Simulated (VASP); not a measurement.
A run of VASP 6.6.1 is set up as follows.

File POSCAR:

```
B
1.0
    2.0622185300      0.0000000000      0.0000000000
   -1.0311092650      1.7859336352      0.0000000000
    0.0000000000      0.0000000000      1.9268854390
B
1
Direct
    0.0000000000      0.0000000000      0.0000000000
```

File INCAR.step1:

```
SYSTEM = B
  PREC = Accurate
  ENCUT = 520
  ISMEAR = 0
  SIGMA = 0.1
  LREAL = .FALSE.
  LASPH = .TRUE.
  NELM = 100
  NBANDS = 8
  GGA = PE
  ALGO = Normal
  EDIFF = 1E-4
  LWAVE = .TRUE.
  LCHARG = .FALSE.
```

Contents of INCAR.step2:

```
SYSTEM = B
  PREC = Accurate
  ENCUT = 520
  EDIFF = 1E-6
  ISMEAR = 0
  SIGMA = 0.1
  LREAL = .FALSE.
  LASPH = .TRUE.
  NELM = 100
  ALGO = Normal
  ISIF = 2
  LWAVE = .FALSE.
  LCHARG = .TRUE.
  METAGGA = R2SCAN
  LMIXTAU = .TRUE.
  LELF = .TRUE.
  LVHAR = .TRUE.
  NBANDS = 8
  ISTART = 1
```

Contents of KPOINTS:

```
Automatic mesh
0
G
  9 9 10
  0 0 0
```

Potentials or basis: VASP PAW PBE potentials, release 64 (B).

The run is started by

```bash
$ cat potpaw_PBE.64/B/POTCAR > POTCAR
$ cp INCAR.step1 INCAR
$ mpirun -np 1 vasp_std > vasp.out
$ cp INCAR.step2 INCAR
$ mpirun -np 1 vasp_std > vasp.out
```

Task: What does it give for the pressure?

Result: -14.7 GPa.

Stress tensor (GPa, compression positive):
```
-19.71   0.00   0.00
  0.00 -19.71   0.00
  0.00   0.00  -4.61
```

Caveat: the k points lie up to 0.39 Å⁻¹ apart; the PAW data sets were made with another functional, which shifts forces and pressure a little.
